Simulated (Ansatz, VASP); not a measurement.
## One calculation of Hg, two programs

```
CELL_PARAMETERS angstrom
0.00000 2.39191 2.39191
2.39191 0.00000 2.39191
2.39191 2.39191 0.00000
ATOMIC_POSITIONS crystal
Hg 0.00000 0.00000 0.00000
```

Alike in both runs: task electric field gradients; functional PBE; k mesh 6 × 6 × 6; no spin polarisation.

|  | VASP | Ansatz |
| --- | --- | --- |
| version | VASP 6.6.1 | Ansatz 0.2.0 |
| potentials or method | VASP PAW PBE potentials, release 64 (Hg), cutoff 400 eV | scalar-relativistic, plane waves, PAW |
| occupations | methfessel-paxton of order 1, width 0.272114 eV | methfessel-paxton of order 1 |
| valence electrons in the cell | 12 | 20 |

```csv
,VASP,Ansatz,Ansatz less VASP
gap on the k mesh at the Fermi level (eV),none,none,-
pressure (GPa),1.5,1.4,-0.11
```

A gap of «none» marks a metal or a gap that the smearing closes. VASP's potentials hold 12 valence electrons a cell and Ansatz's 20, so a difference there can come from the potentials and not from the codes.

The k mesh is coarse, so the values compare programs but aren't converged. Spin-orbit coupling is off throughout.
